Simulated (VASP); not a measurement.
# NaF (P6_3/mmc) in VASP: settings compared

The runs below take NaF through single point, with r2SCAN, PBE.

Everything below comes from runs of VASP 6.6.1. Logs are shortened: lines on timing, memory, paths and dates and some standing lists are left out, and cuts for length are marked.

## Step 1: The cell of the first run

It takes space group P6_3/mmc (No. 194, hexagonal). The conventional cell has a = 3.178 Å, b = 3.178 Å, c = 5.474 Å, α = 90.00°, β = 90.00°, γ = 120.00°. Within 3.0 Å of Na (site symmetry -3m) lie 6 F at 2.29 Å and 2 Na at 2.74 Å. F (site symmetry -6m2) has 6 Na at 2.29 Å within 3.0 Å.

## Step 2: Single point, r2SCAN (uniaxial z strain -1.7%)

POSCAR

```
NaF
1.0
    3.1775543068      0.0000000000      0.0000000000
   -1.5887771534      2.7518427516      0.0000000000
    0.0000000000      0.0000000000      5.4740948175
Na F
2 2
Direct
    0.0000000000      0.0000000000      0.0000000000
    0.0000000000      0.0000000000      0.5000000000
    0.3333333333      0.6666666667      0.2500000000
    0.6666666667      0.3333333333      0.7500000000
```

INCAR.step1

```
PREC = Accurate
ENCUT = 520
ISMEAR = 0
SIGMA = 0.01
LREAL = False
LASPH = True
NELM = 100
NBANDS = 22
GGA = PE
ALGO = Normal
EDIFF = 1E-4
LWAVE = True
LCHARG = False
```

INCAR.step2

```
PREC = Accurate
ENCUT = 520
EDIFF = 1E-7
ISMEAR = 0
SIGMA = 0.01
LREAL = False
LASPH = True
NELM = 100
ALGO = Normal
ISIF = 2
LWAVE = False
LCHARG = False
METAGGA = R2SCAN
LMIXTAU = True
NBANDS = 22
ISTART = 1
```

KPOINTS

```
regular mesh
0
Gamma
  12 12 6
```

Potentials or basis: VASP PAW PBE potentials, release 64 (Na_pv, F).

Run with:

```bash
$ cat potpaw_PBE.64/Na_pv/POTCAR potpaw_PBE.64/F/POTCAR > POTCAR
$ cp INCAR.step1 INCAR
$ mpirun -np 1 vasp_std > vasp.out
$ cp INCAR.step2 INCAR
$ mpirun -np 1 vasp_std > vasp.out
```

OUTCAR:

```text
PREC = Accurate
   ENCUT = 520
   EDIFF = 1E-7
   ISMEAR = 0
   LREAL = False
   LASPH = True
   NELM = 100
   ISIF = 2
   METAGGA = R2SCAN
   ISTART = 1

 ion  position               nearest neighbor table
   1  0.000  0.000  0.000-   3 2.29   4 2.29   4 2.29   3 2.29   4 2.29   3 2.29   2 2.74   2 2.74

   2  0.000  0.000  0.500-   3 2.29   4 2.29   4 2.29   3 2.29   4 2.29   3 2.29   1 2.74   1 2.74

   3  0.333  0.667  0.250-   1 2.29   2 2.29   1 2.29   2 2.29   1 2.29   2 2.29
   4  0.667  0.333  0.750-   1 2.29   2 2.29   1 2.29   2 2.29   1 2.29   2 2.29

  LATTYP: Found a hexagonal cell.
 ALAT       =     3.1775543068
 C/A-ratio  =     1.7227383985

  Lattice vectors:

 A1 = (   3.1775543068,   0.0000000000,   0.0000000000)
 A2 = (  -1.5887771534,   2.7518427516,   0.0000000000)
 A3 = (   0.0000000000,   0.0000000000,   5.4740948175)

Analysis of symmetry for initial positions (statically):
=====================================================================
 Subroutine PRICEL returns:
 Original cell was already a primitive cell.

 Routine SETGRP: Setting up the symmetry group for a
 hexagonal supercell.

 Subroutine GETGRP returns: Found 24 space group operations
 (whereof 12 operations were pure point group operations)
 out of a pool of 24 trial point group operations.

The static configuration has the point symmetry D_3d.
 The point group associated with its full space group is D_6h.

Analysis of symmetry for dynamics (positions and initial velocities):
=====================================================================
 Subroutine PRICEL returns:
 Original cell was already a primitive cell.

 Routine SETGRP: Setting up the symmetry group for a
 hexagonal supercell.

 Subroutine GETGRP returns: Found 24 space group operations
 (whereof 12 operations were pure point group operations)
 out of a pool of 24 trial point group operations.

The dynamic configuration has the point symmetry D_3d.
 The point group associated with its full space group is D_6h.

 Subroutine INISYM returns: Found 24 space group operations
 (whereof 12 operations are pure point group operations),
 and found     1 'primitive' translations

----------------------------------------------------------------------------------------

                                     Primitive cell

  volume of cell :      47.8662

  direct lattice vectors                    reciprocal lattice vectors
     3.177554307  0.000000000  0.000000000     0.314707446  0.181696429  0.000000000
    -1.588777153  2.751842752  0.000000000     0.000000000  0.363392857  0.000000000
     0.000000000  0.000000000  5.474094818     0.000000000  0.000000000  0.182678604

  length of vectors
     3.177554307  3.177554307  5.474094818     0.363392857  0.363392857  0.182678604

  position of ions in fractional coordinates (direct lattice)
     0.000000000  0.000000000  0.000000000
     0.000000000  0.000000000  0.500000000
     0.333333333  0.666666667  0.250000000
     0.666666667  0.333333333  0.750000000

  ion indices of the primitive-cell ions
   primitive index   ion index
                 1           1
                 2           2
                 3           3
                 4           4

----------------------------------------------------------------------------------------

 KPOINTS: regular mesh

Automatic generation of k-mesh.
 Grid dimensions read from file:
 generate k-points for:   12   12    6

 Generating k-lattice:

  Cartesian coordinates                     Fractional coordinates (reciprocal lattice)
     0.026225620  0.015141369  0.000000000     0.083333333  0.000000000  0.000000000
     0.000000000  0.030282738  0.000000000     0.000000000  0.083333333  0.000000000
     0.000000000  0.000000000  0.030446434     0.000000000  0.000000000  0.166666667

  Length of vectors
     0.030282738  0.030282738  0.030446434

  Shift w.r.t. Gamma in fractional coordinates (k-lattice)
     0.000000000  0.000000000  0.000000000

 Subroutine IBZKPT returns following result:
 ===========================================

 Found     76 irreducible k-points:

 Following reciprocal coordinates:
            Coordinates               Weight
  0.000000  0.000000  0.000000      1.000000
  0.083333 -0.000000  0.000000      6.000000
  0.166667 -0.000000  0.000000      6.000000
  0.250000 -0.000000  0.000000      6.000000
  0.333333 -0.000000  0.000000      6.000000
  0.416667 -0.000000  0.000000      6.000000
[... 16 lines left out ...]
  0.250000 -0.000000  0.166667     12.000000
  0.333333 -0.000000  0.166667     12.000000
 [... further k-points ...]
   k-points           NKPTS =     76   k-points in BZ     NKDIM =     76   number of bands    NBANDS=     22
   number of dos      NEDOS =    301   number of ions     NIONS =      4
   total plane-waves  NPLWV =  24192
   dimension x,y,z NGX =    24 NGY =   24 NGZ =   42
   dimension x,y,z NGXF=    48 NGYF=   48 NGZF=   84
   ions per type =               2   2
   NGX,Y,Z   is equivalent  to a cutoff of  12.56, 12.56, 12.76 a.u.
   NGXF,Y,Z  is equivalent  to a cutoff of  25.11, 25.11, 25.51 a.u.
 SYSTEM =  unknown system
   PREC   = accura    normal or accurate (medium, high low for compatibility)
   ISTART =      1    job   : 0-new  1-cont  2-samecut
   ICHARG =      0    charge: 1-file 2-atom 10-const
   ISPIN  =      1    spin polarized calculation?
   LNONCOLLINEAR =      F non collinear calculations
   LSORBIT =      F    spin-orbit coupling
   LASPH  =      T    aspherical Exc in radial PAW
   ENCUT  =  520.0 eV  38.22 Ry    6.18 a.u.   5.91  5.91 10.18*2*pi/ulx,y,z
   NELM   =    100;   NELMIN=  2; NELMDL=  0     # of ELM steps
   EDIFF  = 0.1E-06   stopping-criterion for ELM
   LREAL  =      F    real-space projection
   EDIFFG = 0.1E-05   stopping-criterion for IOM
   NSW    =      0    number of steps for IOM
   IBRION =     -1    ionic relax: 0-MD 1-quasi-New 2-CG
   NFREE  =      0    steps in history (QN), initial steepest desc. (CG)
   ISIF   =      2    stress and relaxation
   ISYM   =      2    0-nonsym 1-usesym 2-fastsym
   POTIM  = 0.5000    time-step for ionic-motion
   TEBEG  =    0.0;   TEEND  =   0.0 temperature during run
   PSTRESS=    0.0 pullay stress
   NELECT =      28.0000    total number of electrons
   NUPDOWN=      -1.0000    fix difference up-down
   EMIN   =  10.00;   EMAX   =-10.00  energy-range for DOS
   EFERMI =   0.00;   METHOD = LEGACY
   ISMEAR =     0;   SIGMA  =   0.01  broadening in eV -4-tet -1-fermi 0-gaus
   EFERMI_NEDOS =   21; number of points for ismear=-14 and -15
   IALGO  =     38    algorithm
   IMIX   =      4    mixing-type and parameters
     AMIX     =   0.40;   BMIX     =  1.00
     AMIX_MAG =   1.60;   BMIX_MAG =  1.00
  volume/ion in A,a.u.               =      11.97        80.75
  Fermi-wavevector in a.u.,A,eV,Ry     =   1.369151  2.587319 25.505117  1.874573
  Thomas-Fermi vector in A             =   2.495051
   LORBIT       =      0    0 simple, 1 ext, 2 COOP (PROOUT), +10 PAW based schemes
   METAGGA = R2SCAN    functional components
   LHFCALC =     F    Hartree Fock is set to
   AEXX    =    0.0000 exact exchange contribution
   IVDW    =     0    specifies the selected vdW correction
   LEPSILON=     F    determine dielectric tensor
   LRPA    =     F    only Hartree local field effects (RPA)
 non-spin polarized calculation
 Gauss-broadening in eV      SIGMA  =   0.01
  energy-cutoff  :      520.00
  volume of cell :       47.87
 maximum number of plane-waves:      1303
 NGX is ok and might be reduce to    24
   NGX = 11   NGY = 11   NGZ = 21

 number of electron      28.0000023 magnetization

 Free energy of the ion-electron system (eV)
  ---------------------------------------------------
  ext. energy  EPLUGINS =         0.00000000
  ---------------------------------------------------
  free energy    TOTEN  =       -25.02193898 eV

  energy without entropy =      -25.02193898  energy(sigma->0) =      -25.02193898

 E-fermi :  -2.4422     XC(G=0):  -9.9773

 val. band max:       -2.4848784548   @ k =   0.0000   0.0000   0.0000
 cond. band min:       4.8652280957   @ k =   0.0000   0.0000   0.0000
 fundamental gap:      7.3501065505
 Fermi energy:        -2.4421825941

 k-point     1 :       0.0000    0.0000    0.0000
  band No.  band energies     occupation
      1     -23.4290      2.00000
      2     -22.9002      2.00000
      3     -22.1065      2.00000
      4     -22.1062      2.00000
      5     -22.0676      2.00000
      6     -22.0673      2.00000
[... 14 lines left out ...]
     21      19.9766      0.00000
     22      19.9770      0.00000

 k-point     2 :       0.0833   -0.0000    0.0000
  band No.  band energies     occupation
      1     -23.3998      2.00000
      2     -22.9397      2.00000
      3     -22.1088      2.00000
      4     -22.0765      2.00000
      5     -22.0694      2.00000
      6     -22.0578      2.00000
[... 14 lines left out ...]
     21      19.1525      0.00000
     22      19.6797      0.00000

 k-point     3 :       0.1667   -0.0000    0.0000
  band No.  band energies     occupation
      1     -23.3189      2.00000
      2     -23.0243      2.00000
      3     -22.1155      2.00000
      4     -22.1014      2.00000
      5     -22.0744      2.00000
      6     -22.0361      2.00000
[... 14 lines left out ...]
     21      18.8482      0.00000
     22      19.2931      0.00000
[... 476 lines left out ...]
 k-point    23 :       0.2500   -0.0000    0.1667
  band No.  band energies     occupation
      1     -23.2189      2.00000
      2     -23.0750      2.00000
      3     -22.1512      2.00000
      4     -22.1217      2.00000
      5     -22.0842      2.00000
      6     -22.0695      2.00000
[... 14 lines left out ...]
     21      19.1197      0.00000
     22      19.6086      0.00000

 k-point    24 :       0.3333   -0.0000    0.1667
  band No.  band energies     occupation
      1     -23.2402      2.00000
      2     -22.9647      2.00000
      3     -22.2002      2.00000
      4     -22.1306      2.00000
      5     -22.0913      2.00000
      6     -22.0668      2.00000
[... 14 lines left out ...]
     21      19.3407      0.00000
     22      19.5320      0.00000

 [... further k-points ...]

------------------------ aborting loop because EDIFF is reached ----------------------------------------

  FORCE on cell =-STRESS in cart. coord.  units (eV):
  Direction    XX          YY          ZZ          XY          YZ          ZX
  --------------------------------------------------------------------------------------
  -------------------------------------------------------------------------------------
  Total       -0.0350975     -0.0350975      0.4495998      0.0000000     -0.0000000     -0.0000000
  in kB       -1.1747852     -1.1747852     15.0490055      0.0000000     -0.0000000     -0.0000000
  external PRESSURE =       4.2331451 kB  Pullay stress =       0.0000000 kB

 VOLUME and BASIS-vectors are now :
 -----------------------------------------------------------------------------
  energy-cutoff  :      520.00
  volume of cell :       47.87
      direct lattice vectors                 reciprocal lattice vectors
     3.177554307  0.000000000  0.000000000     0.314707446  0.181696429  0.000000000
    -1.588777153  2.751842752  0.000000000     0.000000000  0.363392857  0.000000000
     0.000000000  0.000000000  5.474094818     0.000000000  0.000000000  0.182678604

 POSITION                                       TOTAL-FORCE (eV/Angst)
 -----------------------------------------------------------------------------------
      0.00000      0.00000      0.00000         0.000000      0.000000      0.000000
      0.00000      0.00000      2.73705         0.000000      0.000000      0.000000
     -0.00000      1.83456      1.36852        -0.000000      0.000000     -0.000000
      1.58878      0.91728      4.10557         0.000000     -0.000000      0.000000
 -----------------------------------------------------------------------------------
    total drift:                               -0.000000      0.000000      0.000000

  FREE ENERGIE OF THE ION-ELECTRON SYSTEM (eV)
  ---------------------------------------------------
  free  energy   TOTEN  =       -25.0219389818 eV

  energy  without entropy=      -25.0219389818  energy(sigma->0) =      -25.02193898
```

Run time: 2.4 min. Hardware: 1 thread of Intel Xeon Platinum 8488C (Sapphire Rapids), shared host; peak memory 0.2 GiB.

Results:

```yaml
Free_energy: -25.0219 eV
Pressure: 0.4 GPa
Band_gap_on_the_k_mesh: 7.35 eV, direct
```

Caveat: the cell differs from its parent crystal (uniaxial z strain -1.7%); the PAW data sets were made with another functional, which shifts forces and pressure a little.

## Step 3: Single point, PBE (epitaxial xy strain +3.6%)

INCAR

```
SYSTEM = NaF
  ALGO = Normal
  EDIFF = 1E-7
  ENCUT = 520
  GGA = PE
  ISIF = 2
  ISMEAR = -1
  LASPH = .True.
  LCHARG = .True.
  LELF = .True.
  LREAL = .False.
  LVHAR = .True.
  LWAVE = .False.
  NBANDS = 22
  NELM = 100
  PREC = Accurate
  SIGMA = 0.02
```

KPOINTS

```
k-points
0
Gamma
  12 12 6
  0 0 0
```

POSCAR

```
NaF
1.0
    3.2919462618      0.0000000000      0.0000000000
   -1.6459731309      2.8509090906      0.0000000000
    0.0000000000      0.0000000000      5.5039038203
Na F
2 2
Direct
    0.0000000000      0.0000000000      0.0000000000
    0.0000000000      0.0000000000      0.5000000000
    0.3333333333      0.6666666667      0.2500000000
    0.6666666667      0.3333333333      0.7500000000
```

Potentials or basis: VASP PAW PBE potentials, release 64 (Na_pv, F).

Run with:

```bash
$ cat potpaw_PBE.64/Na_pv/POTCAR potpaw_PBE.64/F/POTCAR > POTCAR
$ mpirun -np 1 vasp_std > vasp.out
```

It took 32 s on 1 thread of Intel Xeon Platinum 8488C (Sapphire Rapids), shared host; peak memory 0.2 GiB.

Results (log left out):

| Quantity | Value |
| --- | --- |
| Free energy | -16.9414 eV |
| Pressure | 0.5 GPa |
| Band gap on the k mesh | 6.10 eV, direct |

Stress tensor (GPa, compression positive):
```
-0.89  0.00  0.00
 0.00 -0.89  0.00
 0.00  0.00  3.24
```

Levels at points of the mesh, in eV from the valence-band top:
| k point | band 10 | band 11 | band 12 | band 13 | band 14 | band 15 | band 16 | band 17 | band 18 | band 19 |
| --- | --- | --- | --- | --- | --- | --- | --- | --- | --- | --- |
| (0.00, 0.00, 0.00) | -0.22 | -0.22 | -0.06 | 0.00 | 0.00 | 6.10 | 10.54 | 12.06 | 17.17 | 19.36 |
| (0.50, 0.00, 0.00) | -1.00 | -0.69 | -0.43 | -0.38 | -0.25 | 10.51 | 11.78 | 13.26 | 14.08 | 14.35 |
| (0.00, 0.00, 0.50) | -0.89 | -0.11 | -0.11 | -0.11 | -0.11 | 7.89 | 7.89 | 14.87 | 14.87 | 19.37 |
| (0.50, 0.00, 0.50) | -1.36 | -0.39 | -0.39 | -0.31 | -0.31 | 11.55 | 11.55 | 12.52 | 12.52 | 15.53 |

Caveat: the cell differs from its parent crystal (epitaxial xy strain +3.6%). A k mesh can miss the band edges.
